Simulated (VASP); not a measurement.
Here is a VASP 6.6.1 calculation.

File INCAR:

```
PREC = Accurate
ENCUT = 500
EDIFF = 1E-7
ISMEAR = 0
SIGMA = 0.1
LREAL = False
LASPH = True
NELM = 120
ALGO = Normal
ISIF = 3
LWAVE = False
LCHARG = False
GGA = PE
IBRION = 2
NSW = 90
EDIFFG = -0.025
GGA_COMPAT = False
NELMIN = 4
```

The input KPOINTS:

```
regular mesh
0
Gamma
  12 12 12
```

Contents of POSCAR:

```
Pb
1.0
    3.2505448313      0.0000000000      0.0000000000
    0.0000000000      3.2505448313      0.0000000000
    0.0000000000      0.0000000000      3.2505448313
Pb
1
Direct
    0.0000000000      0.0000000000      0.0000000000
```

Potentials or basis: VASP PAW PBE potentials, release 64 (Pb_d).

Run with:

```sh
$ cat potpaw_PBE.64/Pb_d/POTCAR > POTCAR
$ mpirun -np 1 vasp_std > vasp.out
```

(1) Estimate the band gap on the k mesh.

## Answers

(1) zero (band 7 reaches 10.59 eV, above the bottom of band 8 at 3.98 eV).

Caveat: the relaxation stopped at its first step, so nothing moved; spin-orbit coupling is left out, which moves the levels of the heavy elements.
